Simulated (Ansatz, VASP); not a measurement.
## Two plane-wave programs on TiC

The input INCAR:

```
PREC = Accurate
ENCUT = 520
EDIFF = 1E-8
ISMEAR = -1
SIGMA = 0.05
LREAL = False
LASPH = True
NELM = 100
ALGO = Normal
ISIF = 2
LWAVE = False
LCHARG = False
GGA = PS
LEFG = True
NBANDS = 15
```

KPOINTS

```
regular mesh
0
Gamma
  15 15 15
```

POSCAR

```
TiC
1.0
    0.0000000000      2.3641273732      2.3641273732
    2.3641273732      0.0000000000      2.3641273732
    2.3641273732      2.3641273732      0.0000000000
Ti C
1 1
Direct
    0.0000000000      0.0000000000      0.0000000000
    0.2500000000      0.2500000000      0.2500000000
```

Input for Ansatz:

```yaml
crystal:
  lattice:
    - [0.0, 2.3641273732, 2.3641273732]
    - [2.3641273732, 0.0, 2.3641273732]
    - [2.3641273732, 2.3641273732, 0.0]
  atoms:
    - { symbol: Ti, position: [0.0, 0.0, 0.0] }
    - { symbol: C, position: [0.25, 0.25, 0.25] }
kpoints:
  mp_grid: { grid: [15, 15, 15] }
  band_path:
    path:
      - [0.0, 0.0, 0.0]
      - [-0.5, -0.5, 0.0]
      - [-0.375, -0.375, 0.25]
      - [-0.375, 0.0, 0.375]
      - [0.0, 0.0, 0.0]
      - [0.0, 0.0, 0.5]
      - [-0.5, -0.25, 0.25]
      - [-0.5, -0.5, 0.0]
    npoints: 5
scf:
  occupations: { method: fermi_dirac, width: 0.05 }
hamiltonian:
  xc: pbesol
  pseudopotentials: { kind: paw }
output:
  forces: true
  stress: true
  eigenvalues: true
  efg: { contact_densities: true }
```

Alike in both runs: task electric field gradients; functional PBEsol; k mesh 15 × 15 × 15; occupations fermi-dirac, width 0.05 eV; no spin polarisation.

|  | VASP | Ansatz |
| --- | --- | --- |
| version | VASP 6.6.1 | Ansatz 0.2.0 |
| potentials or method | VASP PAW PBE potentials, release 64 (Ti_sv, C) | PAW with Ansatz's default frozen-core files, scalar-relativistic |
| plane-wave cutoff (eV) | 520 | 420 |
| valence electrons in the cell | 16 | 16 |

Ansatz gave:

- pressure (GPa): -4.5

Problem. Estimate VASP's values.

Solution. Pressure (GPa): -4.4.

VASP's potentials were made for PBE, not for PBEsol.
